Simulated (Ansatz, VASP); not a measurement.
**AlN in VASP and in Ansatz**

```xyz
54
Lattice="0.0000 6.5520 6.5520 6.5520 0.0000 6.5520 6.5520 6.5520 0.0000" Properties=species:S:1:pos:R:3 pbc="T T T"
Al    0.0000    0.0000    0.0000
Al    2.1840    2.1840    0.0000
Al    4.3680    4.3680    0.0000
Al    2.1840    0.0000    2.1840
Al    4.3680    2.1840    2.1840
Al    6.5520    4.3680    2.1840
Al    4.3680    0.0000    4.3680
Al    6.5520    2.1840    4.3680
Al    8.7360    4.3680    4.3680
Al    0.0000    2.1840    2.1840
Al    2.1840    4.3680    2.1840
Al    4.3680    6.5520    2.1840
Al    2.1840    2.1840    4.3680
Al    4.3680    4.3680    4.3680
Al    6.5520    6.5520    4.3680
Al    4.3680    2.1840    6.5520
Al    6.5520    4.3680    6.5520
Al    8.7360    6.5520    6.5520
Al    0.0000    4.3680    4.3680
Al    2.1840    6.5520    4.3680
Al    4.3680    8.7360    4.3680
Al    2.1840    4.3680    6.5520
Al    4.3680    6.5520    6.5520
Al    6.5520    8.7360    6.5520
Al    4.3680    4.3680    8.7360
Al    6.5520    6.5520    8.7360
Al    8.7360    8.7360    8.7360
N     3.2760    3.2760    3.2760
N     5.4600    5.4600    3.2760
N     7.6440    7.6440    3.2760
N     5.4600    3.2760    5.4600
N     7.6440    5.4600    5.4600
N     9.8280    7.6440    5.4600
N     7.6440    3.2760    7.6440
N     9.8280    5.4600    7.6440
N    12.0120    7.6440    7.6440
N     3.2760    5.4600    5.4600
N     5.4600    7.6440    5.4600
N     7.6440    9.8280    5.4600
N     5.4600    5.4600    7.6440
N     7.6440    7.6440    7.6440
N     9.8280    9.8280    7.6440
N     7.6440    5.4600    9.8280
N     9.8280    7.6440    9.8280
N    12.0120    9.8280    9.8280
N     3.2760    7.6440    7.6440
N     5.4600    9.8280    7.6440
N     7.6440   12.0120    7.6440
N     5.4600    7.6440    9.8280
N     7.6440    9.8280    9.8280
N     9.8280   12.0120    9.8280
N     7.6440    7.6440   12.0120
N     9.8280    9.8280   12.0120
N    12.0120   12.0120   12.0120
```

Alike in both runs: task single point; functional PBE; k mesh 2 × 2 × 2; occupations gaussian, width 0.05 eV; no spin polarisation.

|  | VASP | Ansatz |
| --- | --- | --- |
| version | VASP 6.6.1 | Ansatz 0.2.0 |
| potentials or method | VASP PAW PBE potentials, release 64 (Al, N), cutoff 520 eV | scalar-relativistic, plane waves, PAW |
| valence electrons in the cell | 216 | 216 |

|  | VASP | Ansatz | Ansatz less VASP |
| --- | --- | --- | --- |
| gap on the k mesh at the Fermi level (eV) | 3.32 | 3.32 | +0.008 |

With one functional, cell and mesh, what is left measures potentials, basis and numerics. Ansatz's warnings: structure snapped to symmetry.
